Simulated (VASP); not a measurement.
Input of a VASP 6.6.1 run:

INCAR

```
SYSTEM = ScSbTe4
PREC = Accurate
ENCUT = 520
EDIFF = 1E-7
ISMEAR = 0
SIGMA = 0.1
LREAL = .False.
LASPH = .True.
NELM = 100
ALGO = Normal
ISIF = 2
LWAVE = .False.
LCHARG = .False.
GGA = PE
NBANDS = 29
```

Contents of KPOINTS:

```
regular mesh
0
Gamma
  4 4 4
  0 0 0
```

POSCAR

```
ScSbTe4
1.0
    5.0861193008      0.0000000000      0.0000000000
    0.0000000000      5.0861193008      0.0000000000
    0.0000000000      0.0000000000      7.3787515824
Sc Sb Te
1 1 4
Direct
    0.5000000000      0.5000000000      0.5000000000
    0.0000000000      0.0000000000      0.0000000000
    0.5000000000      0.0000000000      0.7320272294
    0.0000000000      0.5000000000      0.2679727706
    0.5000000000      0.0000000000      0.2679727706
    0.0000000000      0.5000000000      0.7320272294
```

Potentials or basis: VASP PAW PBE potentials, release 64 (Sc_sv, Sb, Te).

Command:

```console
$ cat potpaw_PBE.64/Sc_sv/POTCAR potpaw_PBE.64/Sb/POTCAR potpaw_PBE.64/Te/POTCAR > POTCAR
$ mpirun -np 1 vasp_std > vasp.out
```

(1) Predict the band gap on the k mesh.

(2) Predict the largest force.

Results:

(1) zero (bands 20 and 21 overlap by 1.38 eV).

(2) 0.008 eV/Å.

Caveat: spin-orbit coupling is left out, which moves the levels of the heavy elements.
